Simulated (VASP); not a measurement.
A run of VASP 6.6.1 is set up as follows.

INCAR

```
  PREC = Accurate
  ENCUT = 520
  EDIFF = 1E-6
  ISMEAR = 0
  SIGMA = 0.1
  LREAL = False
  LASPH = True
  NELM = 60
  ALGO = Normal
  ISIF = 2
  LWAVE = False
  LCHARG = True
  GGA = PE
  LELF = True
  LVHAR = True
  NBANDS = 17
```

KPOINTS

```
Automatic mesh
0
Gamma
  4 4 4
```

The input POSCAR:

```
Al2C3
1.0
    3.9084218441      0.0000000000      0.0000000000
    0.0000000000      3.9084218441      0.0000000000
    0.0000000000      0.0000000000      3.9084218441
Al C
2 3
Direct
    0.5000000000      0.5000000000      0.5000000000
    0.0000000000      0.0000000000      0.0000000000
    0.0000000000      0.5000000000      0.5000000000
    0.5000000000      0.0000000000      0.5000000000
    0.5000000000      0.5000000000      0.0000000000
```

Potentials or basis: VASP PAW PBE potentials, release 64 (Al, C).

Command:

```console
$ cat potpaw_PBE.64/Al/POTCAR potpaw_PBE.64/C/POTCAR > POTCAR
$ mpirun -np 1 vasp_std > vasp.out
```

Task: What does it give for the pressure?

Result: -0.3 GPa.

Task: What does it give for the band gap on the k mesh?

Result: Zero (band 9 reaches 6.60 eV, above the bottom of band 10 at 4.87 eV).

Caveat: the k points lie up to 0.40 Å⁻¹ apart.
